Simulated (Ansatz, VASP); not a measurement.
# WS2 in VASP and in Ansatz

File INCAR:

```
SYSTEM = WS2
ALGO = Normal
EDIFF = 1E-7
ENCUT = 520
GGA = PE
ISIF = 2
ISMEAR = 0
IVDW = 12
LASPH = .True.
LCHARG = .False.
LREAL = .False.
LWAVE = .False.
NBANDS = 20
NELM = 60
PREC = Accurate
SIGMA = 0.05
```

Contents of KPOINTS:

```
k-points
0
Gamma
  12 12 2
  0 0 0
```

The input POSCAR:

```
WS2
1.0
    3.1598870966      0.0000000000      0.0000000000
   -1.5799435483      2.7365424987      0.0000000000
    0.0000000000      0.0000000000     16.9398491549
W S
1 2
Direct
    0.3333333333      0.6666666667      0.0000000000
    0.6666666667      0.3333333333      0.9069649217
    0.6666666667      0.3333333333      0.0930350783
```

Input for Ansatz:

```yaml
crystal:
  lattice:
    - [3.1598870889, 0.0, 0.0]
    - [-1.5799435444, 2.7365424921, 0.0]
    - [0.0, 0.0, 16.9398492058]
  atoms:
    - { symbol: W, position: [0.3333333333, 0.6666666667, 0.0] }
    - { symbol: S, position: [0.6666666667, 0.3333333333, 0.9069649221] }
    - { symbol: S, position: [0.6666666667, 0.3333333333, 0.0930350779] }
basis:
  ecutwfc: 420
kpoints:
  mp_grid: { grid: [12, 12, 2] }
hamiltonian:
  xc: pbe
  pseudopotentials: { kind: paw, azcp: { folder: soft_1 } }
  dispersion: d3bj
scf:
  occupations: { method: gaussian, width: 0.05 }
output:
  forces: true
  stress: true
  eigenvalues: true
```

Alike in both runs: task single point; functional PBE; dispersion D3(BJ); k mesh 12 × 12 × 2; occupations gaussian, width 0.05 eV; no spin polarisation.

```csv
,VASP,Ansatz
version,VASP 6.6.1,Ansatz 0.2.0
potentials or method,"VASP PAW PBE potentials, release 64 (W_sv, S), cutoff 520 eV","scalar-relativistic, plane waves, PAW"
valence electrons in the cell,26,26
```

```csv
,VASP,Ansatz,Ansatz less VASP
gap on the k mesh at the Fermi level (eV),1.92,1.92,-0.003
least direct gap on the mesh (eV),1.92,1.92,-0.003
```

Neither program's run includes spin-orbit coupling.
